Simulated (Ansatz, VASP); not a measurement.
**One calculation of HPbNO4, two programs**

```
CELL_PARAMETERS angstrom
4.19923 0.11117 0.16817
1.91600 3.89132 0.12568
1.76085 1.25259 6.37266
ATOMIC_POSITIONS crystal
H 0.88037 0.67082 0.63301
Pb 0.14317 0.91735 0.88723
N 0.26542 0.29401 0.30168
O 0.83886 0.64335 0.78096
O 0.38074 0.20999 0.11302
O 0.30953 0.04677 0.45795
O 0.06671 0.60292 0.32096
```

Change from the starting cell: atoms moved at random, drawn with an rms of 0.05 Å.

Alike in both runs: task single point; functional PBE; k mesh 7 × 7 × 5; occupations fermi-dirac, width 0.05 eV; no spin polarisation.

|  | VASP | Ansatz |
| --- | --- | --- |
| version | VASP 6.6.1 | Ansatz 0.2.0 |
| potentials or method | VASP PAW PBE potentials, release 64 (H, Pb_d, N, O), cutoff 520 eV | all-electron LAPW, scalar-relativistic |

```tsv
	VASP	Ansatz	Ansatz less VASP
gap on the k mesh at the Fermi level (eV)	2.79	2.82	+0.032
least direct gap on the mesh (eV)	2.80	2.84	+0.032
pressure (GPa)	2.9	2.1	-0.79
traceless stress, the component that is largest in VASP (GPa)	-3.52	-2.52	+1.006
rms of the force components (eV/Å)	1.160	1.042	-0.1181
```

Atom by atom the forces differ by 0.206 eV/Å (rms over components). Ansatz ran all-electron here, and VASP with PAW potentials.

Neither program's run includes spin-orbit coupling. Noted on VASP's run: the standard files for N, O and F lose accuracy on very short bonds.
